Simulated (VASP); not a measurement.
Here is a VASP 6.6.1 calculation.

INCAR

```
SYSTEM = Eu
  PREC = Accurate
  ENCUT = 520
  EDIFF = 1E-6
  ISMEAR = -1
  SIGMA = 0.05
  LREAL = .FALSE.
  LASPH = .TRUE.
  NELM = 150
  ALGO = Normal
  ISIF = 2
  LWAVE = .FALSE.
  LCHARG = .TRUE.
  ISPIN = 2
  MAGMOM = 11.11
  LORBIT = 11
  NUPDOWN = 11.11
  LMAXMIX = 6
  GGA = PE
  LELF = .TRUE.
  LVHAR = .TRUE.
  NBANDS = 18
```

Contents of KPOINTS:

```
Automatic mesh
0
G
  10 10 10
  0 0 0
```

File POSCAR:

```
Eu
1.0
   -2.3030000000      2.3030000000      2.3030000000
    2.3030000000     -2.3030000000      2.3030000000
    2.3030000000      2.3030000000     -2.3030000000
Eu
1
Direct
    0.0000000000      0.0000000000      0.0000000000
```

Potentials or basis: VASP PAW PBE potentials, release 64 (Eu).

Run with:

```console
$ cat potpaw_PBE.64/Eu/POTCAR > POTCAR
$ mpirun -np 1 vasp_std > vasp.out
```

(1) What does it give for the pressure?

Results:

(1) -6.9 GPa.

Caveat: the cell stands under tension; the total moment is fixed, so each spin has its own Fermi level and the state may be an excited one.
